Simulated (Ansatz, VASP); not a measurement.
Al in VASP and in Ansatz

```
Al
1.0
     0.00000    1.97786    1.69482
     1.97786    0.00000    1.69482
     1.97786    1.97786    0.00000
Al
1
Cartesian
  0.0000 0.0000 0.0000
```

Alike in both runs: task single point; functional PBE; dispersion D3(BJ); k mesh 22 × 22 × 22; occupations gaussian, width 0.15 eV; no spin polarisation.

|  | VASP | Ansatz |
| --- | --- | --- |
| version | VASP 6.6.1 | Ansatz 0.2.0 |
| potentials or method | VASP PAW PBE potentials, release 64 (Al), cutoff 520 eV | scalar-relativistic, plane waves, PAW |
| valence electrons in the cell | 3 | 3 |

```tsv
	VASP	Ansatz	Ansatz less VASP
gap on the k mesh at the Fermi level (eV)	none	none	-
pressure (GPa)	23.2	23.2	-0.04
traceless stress, the component that is largest in VASP (GPa)	7.73	7.70	-0.037
```

A gap of «none» marks a metal or a gap that the smearing closes.
